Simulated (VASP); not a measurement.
# AlNi3 (R-3m) in VASP: further runs

AlNi3 is run at these levels: PBE; tasks: single point.

All numbers are computed with VASP 6.6.1; they aren't measurements. Logs are shortened: lines on timing, memory, paths and dates and some standing lists are left out, and cuts for length are marked.

## 1. The cell of the first run

It takes space group R-3m (No. 166, trigonal). Conventional cell: a = 3.859 Å, b = 3.859 Å, c = 10.044 Å, α = 90.00°, β = 90.00°, γ = 120.00°. Within 3.1 Å of Al (site symmetry -3m) lie 14 Ni at 2.38 to 2.79 Å. Within 3.1 Å of Ni (site symmetry 3m) lie 4 Al at 2.38 to 2.51 Å and 10 Ni at 2.38 to 2.79 Å. Ni (site symmetry -3m) has 8 Ni at 2.38 to 2.51 Å and 6 Al at 2.79 Å within 3.1 Å.

## 2. Single point, PBE (10.80 Å³/atom)

INCAR reads:

```
PREC = Accurate ; ENCUT = 520
EDIFF = 1E-6 ; ISMEAR = 0
SIGMA = 0.15 ; LREAL = False
LASPH = True ; NELM = 60
ALGO = Fast ; ISIF = 2
LWAVE = False ; LCHARG = True
GGA = PE ; LELF = True
LVHAR = True ; NBANDS = 24
```

KPOINTS reads:

```
regular mesh
0
Gamma
  14 14 14
```

POSCAR reads:

```
AlNi3
1.0
    0.1137007491      2.8425187287      2.8425187287
    2.8425187287      0.1137007491      2.8425187287
    2.8425187287      2.8425187287      0.1137007491
Al Ni
1 3
Direct
    0.5000000000      0.5000000000      0.5000000000
    0.2500000000      0.2500000000      0.2500000000
    0.0000000000      0.0000000000      0.0000000000
    0.7500000000      0.7500000000      0.7500000000
```

Potentials or basis: VASP PAW PBE potentials, release 64 (Al, Ni).

Started as:

```
> cat potpaw_PBE.64/Al/POTCAR potpaw_PBE.64/Ni/POTCAR > POTCAR
> mpirun -np 1 vasp_std > vasp.out
```

OUTCAR:

```text
PREC = Accurate
   ENCUT = 520
   EDIFF = 1E-6
   ISMEAR = 0
   LREAL = False
   LASPH = True
   NELM = 60
   ISIF = 2
   GGA = PE

 ion  position               nearest neighbor table
   1  0.500  0.500  0.500-   2 2.38   2 2.38   2 2.38   4 2.38   4 2.38   4 2.38   4 2.51   2 2.51
                             3 2.79   3 2.79   3 2.79   3 2.79   3 2.79   3 2.79
   2  0.250  0.250  0.250-   3 2.38   3 2.38   3 2.38   1 2.38   1 2.38   1 2.38   3 2.51   1 2.51
                             4 2.79   4 2.79   4 2.79   4 2.79   4 2.79   4 2.79
   3  0.000  0.000  0.000-   4 2.38   4 2.38   4 2.38   2 2.38   2 2.38   2 2.38   4 2.51   2 2.51
                             1 2.79   1 2.79   1 2.79   1 2.79   1 2.79   1 2.79
   4  0.750  0.750  0.750-   1 2.38   1 2.38   1 2.38   3 2.38   3 2.38   3 2.38   3 2.51   1 2.51
                             2 2.79   2 2.79   2 2.79   2 2.79   2 2.79   2 2.79

  LATTYP: Found a trigonal (rhomboedric) cell.
 ALAT       =     4.0215361874
 COS(alpha) =     0.5395683453

  Lattice vectors:

 A1 = (   0.1137007491,   2.8425187287,   2.8425187287)
 A2 = (   2.8425187287,   0.1137007491,   2.8425187287)
 A3 = (   2.8425187287,   2.8425187287,   0.1137007491)

Analysis of symmetry for initial positions (statically):
=====================================================================
 Subroutine PRICEL returns:
 Original cell was already a primitive cell.

 Routine SETGRP: Setting up the symmetry group for a
 trigonal (rhombohedral) supercell.

 Subroutine GETGRP returns: Found 12 space group operations
 (whereof 12 operations were pure point group operations)
 out of a pool of 12 trial point group operations.

The static configuration has the point symmetry D_3d.

Analysis of symmetry for dynamics (positions and initial velocities):
=====================================================================
 Subroutine PRICEL returns:
 Original cell was already a primitive cell.

 Routine SETGRP: Setting up the symmetry group for a
 trigonal (rhombohedral) supercell.

 Subroutine GETGRP returns: Found 12 space group operations
 (whereof 12 operations were pure point group operations)
 out of a pool of 12 trial point group operations.

The dynamic configuration has the point symmetry D_3d.

 Subroutine INISYM returns: Found 12 space group operations
 (whereof 12 operations are pure point group operations),
 and found     1 'primitive' translations

----------------------------------------------------------------------------------------

                                     Primitive cell

  volume of cell :      43.1800

  direct lattice vectors                    reciprocal lattice vectors
[... 96 lines left out ...]
   NFREE  =      0    steps in history (QN), initial steepest desc. (CG)
   ISIF   =      2    stress and relaxation
   ISYM   =      2    0-nonsym 1-usesym 2-fastsym
   POTIM  = 0.5000    time-step for ionic-motion
   TEBEG  =    0.0;   TEEND  =   0.0 temperature during run
   PSTRESS=    0.0 pullay stress
   NELECT =      33.0000    total number of electrons
   NUPDOWN=      -1.0000    fix difference up-down
   EMIN   =  10.00;   EMAX   =-10.00  energy-range for DOS
   EFERMI =   0.00;   METHOD = LEGACY
   ISMEAR =     0;   SIGMA  =   0.15  broadening in eV -4-tet -1-fermi 0-gaus
   EFERMI_NEDOS =   21; number of points for ismear=-14 and -15
   IALGO  =     68    algorithm
   IMIX   =      4    mixing-type and parameters
     AMIX     =   0.40;   BMIX     =  1.00
     AMIX_MAG =   1.60;   BMIX_MAG =  1.00
  volume/ion in A,a.u.               =      10.80        72.85
  Fermi-wavevector in a.u.,A,eV,Ry     =   1.496759  2.828465 30.480969  2.240288
  Thomas-Fermi vector in A             =   2.608734
   LORBIT       =      0    0 simple, 1 ext, 2 COOP (PROOUT), +10 PAW based schemes
   GGA     = PE    functional components
   LHFCALC =     F    Hartree Fock is set to
   AEXX    =    0.0000 exact exchange contribution
   IVDW    =     0    specifies the selected vdW correction
   LEPSILON=     F    determine dielectric tensor
   LRPA    =     F    only Hartree local field effects (RPA)
 non-spin polarized calculation
 RMM-DIIS sequential band-by-band and
 Gauss-broadening in eV      SIGMA  =   0.15
  energy-cutoff  :      520.00
  volume of cell :       43.18
 maximum number of plane-waves:      1180
 NGX is ok and might be reduce to    30
   NGX = 15   NGY = 15   NGZ = 15

 number of electron      33.0000006 magnetization

 Free energy of the ion-electron system (eV)
  ---------------------------------------------------
  ext. energy  EPLUGINS =         0.00000000
  ---------------------------------------------------
  free energy    TOTEN  =       -21.52412693 eV

  energy without entropy =      -21.49440421  energy(sigma->0) =      -21.50926557

 E-fermi :  10.2296     XC(G=0): -12.9126

 val. band max:       10.2269903875   @ k =  -0.2857   0.5000   0.2143
 cond. band min:      10.2296261258   @ k =  -0.4286  -0.4286   0.1429
 fundamental gap:      0.0026357382
 Fermi energy:        10.2296072535

 k-point     1 :       0.0000    0.0000    0.0000
  band No.  band energies     occupation
      1      -0.1008      2.00000
      2       6.5194      2.00000
      3       6.5194      2.00000
      4       6.5554      2.00000
      5       6.7109      2.00000
      6       6.7109      2.00000
[... 637 lines left out ...]
     23      18.1259      0.00000
     24      20.0298      0.00000

 [... further k-points ...]

------------------------ aborting loop because EDIFF is reached ----------------------------------------

  FORCE on cell =-STRESS in cart. coord.  units (eV):
  Direction    XX          YY          ZZ          XY          YZ          ZX
  --------------------------------------------------------------------------------------
  -------------------------------------------------------------------------------------
  Total        3.2319255      3.2319255      3.2319255     -1.5832707     -1.5832707     -1.5832707
  in kB      119.9193568    119.9193568    119.9193568    -58.7466532    -58.7466532    -58.7466532
  external PRESSURE =     119.9193568 kB  Pullay stress =       0.0000000 kB

 VOLUME and BASIS-vectors are now :
 -----------------------------------------------------------------------------
  energy-cutoff  :      520.00
  volume of cell :       43.18
      direct lattice vectors                 reciprocal lattice vectors
     0.113700749  2.842518729  2.842518729    -0.186822252  0.179636781  0.179636781
     2.842518729  0.113700749  2.842518729     0.179636781 -0.186822252  0.179636781
     2.842518729  2.842518729  0.113700749     0.179636781  0.179636781 -0.186822252

 POSITION                                       TOTAL-FORCE (eV/Angst)
 -----------------------------------------------------------------------------------
      2.89937      2.89937      2.89937        -0.000000     -0.000000      0.000000
      1.44968      1.44968      1.44968        -0.050291     -0.050291     -0.050291
      0.00000      0.00000      0.00000        -0.000000      0.000000      0.000000
      4.34905      4.34905      4.34905         0.050291      0.050291      0.050291
 -----------------------------------------------------------------------------------
    total drift:                                0.000000     -0.000000      0.000000

  FREE ENERGIE OF THE ION-ELECTRON SYSTEM (eV)
  ---------------------------------------------------
  free  energy   TOTEN  =       -21.5241269301 eV

  energy  without entropy=      -21.4944042106  energy(sigma->0) =      -21.50926557
```

OSZICAR:

```text
N       E                     dE             d eps       ncg     rms          rms(c)
DAV:   1     0.188755168711E+03    0.18876E+03   -0.14324E+04 14040   0.178E+03
DAV:   2    -0.159280340192E+02   -0.20468E+03   -0.19294E+03 13856   0.323E+02
DAV:   3    -0.248751806005E+02   -0.89471E+01   -0.85414E+01 16520   0.924E+01
DAV:   4    -0.250104378723E+02   -0.13526E+00   -0.13518E+00 17024   0.989E+00
DAV:   5    -0.250147403113E+02   -0.43024E-02   -0.43024E-02 17648   0.161E+00    0.185E+01
RMM:   6    -0.245826731730E+02    0.43207E+00   -0.33826E+01 15092   0.683E+01    0.165E+01
RMM:   7    -0.216958624664E+02    0.28868E+01   -0.92824E+00 14079   0.382E+01    0.578E+00
RMM:   8    -0.218677649832E+02   -0.17190E+00   -0.64922E-01 14946   0.890E+00    0.681E+00
RMM:   9    -0.215379311589E+02    0.32983E+00   -0.23267E-01 14995   0.568E+00    0.880E-01
RMM:  10    -0.215250153724E+02    0.12916E-01   -0.28550E-02 14944   0.145E+00    0.412E-01
RMM:  11    -0.215239605714E+02    0.10548E-02   -0.80362E-03 17069   0.862E-01    0.160E-01
RMM:  12    -0.215241838492E+02   -0.22328E-03   -0.20581E-03 15969   0.465E-01    0.124E-01
RMM:  13    -0.215240984205E+02    0.85429E-04   -0.82002E-04 17333   0.267E-01    0.266E-02
RMM:  14    -0.215241240925E+02   -0.25672E-04   -0.27814E-04 18531   0.108E-01    0.139E-02
RMM:  15    -0.215241269013E+02   -0.28088E-05   -0.43208E-05 19069   0.393E-02    0.767E-03
RMM:  16    -0.215241269301E+02   -0.28838E-07   -0.36857E-06 10865   0.147E-02
   1 F= -.21524127E+02 E0= -.21509266E+02  d E =-.297227E-01
```

stdout:

```text
POSCAR found type information on POSCAR AlNi
 POSCAR found :  2 types and       4 ions
 scaLAPACK will be used
 LDA part: xc-table for (Slater+PW92), standard interpolation
 POSCAR, INCAR and KPOINTS ok, starting setup
 FFT: planning ... GRIDC
 FFT: planning ... GRID_SOFT
 FFT: planning ... GRID
 WAVECAR not read
 entering main loop
```

Run time: 7.4 min. Hardware: 1 thread of AMD EPYC 7R13, shared host; peak memory 0.34 GiB.

Results:

| Quantity | Value |
| --- | --- |
| Free energy | -21.5241 eV |
| Pressure | 12.0 GPa |
| Largest force | 0.087 eV/Å |
| Band gap on the k mesh | zero (an odd number of electrons rules out a gap without spin polarisation) |

Forces on the atoms (eV/Å):
```
Al   0.000  0.000  0.000
Ni  -0.050 -0.050 -0.050
Ni   0.000  0.000  0.000
Ni   0.050  0.050  0.050
```

Stress tensor (GPa, compression positive):
```
11.99 -5.87 -5.87
-5.87 11.99 -5.87
-5.87 -5.87 11.99
```

Levels at points of the mesh, in eV from the Fermi level:
```
           k point  band 14  band 15  band 16  band 17  band 18  band 19
(0.00, 0.00, 0.00)    -0.59    -0.52    -0.52     4.80     5.54     5.81
(0.50, 0.00, 0.00)    -0.62    -0.51    -0.45    -0.14     4.12     4.37
(0.50, 0.50, 0.00)    -0.76    -0.62    -0.45    -0.34    -0.32    -0.04
(0.50, 0.50, 0.50)    -0.58    -0.51    -0.51    -0.16     4.75     4.75
```

Caveat: the cell stands under pressure. Spin polarisation is off, so any magnetic state and its effect on volume and gap are missing.

## 3. Single point, PBE (10.79 Å³/atom)

INCAR reads:

```
  PREC = Accurate
  ENCUT = 520
  EDIFF = 1E-6
  ISMEAR = 0
  SIGMA = 0.15
  LREAL = False
  LASPH = True
  NELM = 60
  ALGO = Fast
  ISIF = 2
  LWAVE = False
  LCHARG = False
  GGA = PE
  NBANDS = 24
```

KPOINTS is that of step 2.

POSCAR reads:

```
AlNi3
1.0
   -0.2209413333      2.6785512301      2.6785512301
    2.6785512301     -0.2209413333      2.6785512301
    2.6785512301      2.6785512301     -0.2209413333
Al Ni
1 3
Direct
    0.5000000000      0.5000000000      0.5000000000
    0.2500000000      0.2500000000      0.2500000000
    0.0000000000      0.0000000000      0.0000000000
    0.7500000000      0.7500000000      0.7500000000
```

Potentials or basis: VASP PAW PBE potentials, release 64 (Al, Ni).

Started as:

```
> cat potpaw_PBE.64/Al/POTCAR potpaw_PBE.64/Ni/POTCAR > POTCAR
> mpirun -np 1 vasp_std > vasp.out
```

Wall time 6 min (1 thread of AMD EPYC 7R13, shared host); peak memory 0.33 GiB.

It converged, with:

```yaml
Free_energy: -21.1229 eV
Pressure: 15.2 GPa
Largest_force: 0.255 eV/Å
Band_gap_on_the_k_mesh: zero (an odd number of electrons rules out a gap without spin polarisation)
```

Forces on the atoms (eV/Å):
```
Al   0.000  0.000  0.000
Ni   0.147  0.147  0.147
Ni   0.000  0.000  0.000
Ni  -0.147 -0.147 -0.147
```

Stress tensor (GPa, compression positive):
```
15.21 16.37 16.37
16.37 15.21 16.37
16.37 16.37 15.21
```

Levels at points of the mesh, in eV from the Fermi level:
```csv
k point,band 14,band 15,band 16,band 17,band 18,band 19
"(0.00, 0.00, 0.00)",-0.62,-0.46,-0.46,5.00,5.00,5.64
"(0.50, 0.00, 0.00)",-0.62,-0.48,-0.44,-0.14,4.51,4.51
"(0.50, 0.50, 0.00)",-0.62,-0.53,-0.49,-0.40,-0.22,-0.05
"(0.50, 0.50, 0.50)",-0.88,-0.40,-0.40,-0.13,3.71,3.71
```

Caveat: the cell stands under pressure. Spin polarisation is off, so any magnetic state and its effect on volume and gap are missing.

## 4. Single point, PBE (10.80 Å³/atom)

INCAR reads:

```
PREC = Accurate ; ENCUT = 520
EDIFF = 1E-6 ; ISMEAR = 0
SIGMA = 0.15 ; LREAL = False
LASPH = True ; NELM = 80
ALGO = Fast ; ISIF = 2
LWAVE = False ; LCHARG = False
GGA = PE ; NBANDS = 24
```

KPOINTS is that of step 3.

POSCAR reads:

```
AlNi3
1.0
    0.2299771484      2.9041300373      2.9041300373
    2.9041300373      0.2299771484      2.9041300373
    2.9041300373      2.9041300373      0.2299771484
Al Ni
1 3
Direct
    0.5000000000      0.5000000000      0.5000000000
    0.2500000000      0.2500000000      0.2500000000
    0.0000000000      0.0000000000      0.0000000000
    0.7500000000      0.7500000000      0.7500000000
```

Started as:

```
> cat potpaw_PBE.64/Al/POTCAR potpaw_PBE.64/Ni/POTCAR > POTCAR
> mpirun -np 1 vasp_std > vasp.out
```

Wall time 8.1 min (1 thread of AMD EPYC 7R13, shared host); peak memory 0.35 GiB.

The run converged. Its results:

```yaml
Free_energy: -21.2553 eV
Pressure: 14.3 GPa
Largest_force: 0.146 eV/Å
Band_gap_on_the_k_mesh: zero (an odd number of electrons rules out a gap without spin polarisation)
```

Forces in eV/Å, atoms in the order of the input:
```
Al   0.000  0.000  0.000
Ni  -0.084 -0.084 -0.084
Ni   0.000  0.000  0.000
Ni   0.084  0.084  0.084
```

Stress tensor (GPa, compression positive):
```
 14.26 -10.32 -10.32
-10.32  14.26 -10.32
-10.32 -10.32  14.26
```

Levels at points of the mesh, in eV from the Fermi level:
| k point | band 12 | band 13 | band 14 | band 15 | band 16 | band 17 | band 18 | band 19 | band 20 | band 21 |
| --- | --- | --- | --- | --- | --- | --- | --- | --- | --- | --- |
| (0.00, 0.00, 0.00) | -0.94 | -0.61 | -0.61 | -0.44 | -0.44 | 3.99 | 4.89 | 6.14 | 6.14 | 6.37 |
| (0.50, 0.00, 0.00) | -1.69 | -0.88 | -0.56 | -0.52 | -0.44 | -0.14 | 3.76 | 4.30 | 4.38 | 4.86 |
| (0.50, 0.50, 0.00) | -1.13 | -0.75 | -0.64 | -0.58 | -0.52 | -0.30 | -0.27 | -0.04 | 3.88 | 5.38 |
| (0.50, 0.50, 0.50) | -1.71 | -0.56 | -0.56 | -0.44 | -0.44 | -0.17 | 5.14 | 5.14 | 5.56 | 5.56 |

Caveat: the cell stands under pressure.

## 5. Summary

```tsv
cell	gap on the mesh (eV)	pressure (GPa)	largest force (eV/Å)
a = 4.022 Å, angles 57.3°, 4 atoms	none	12.0	0.09
a = 3.794 Å, angles 65.4°, 4 atoms	none	15.2	0.26
a = 4.113 Å, angles 54.7°, 4 atoms	none	14.3	0.15
```

Alike in all rows: task single point; level PBE; potentials or basis VASP PAW PBE potentials, release 64 (Al, Ni); no spin polarisation; k mesh 14 × 14 × 14; cutoff (eV) 520; smearing gaussian 0.15 eV.

Caveats: the cell stands under pressure.

Total energies depend on the potentials used, so only differences within one code and one set of settings carry meaning.
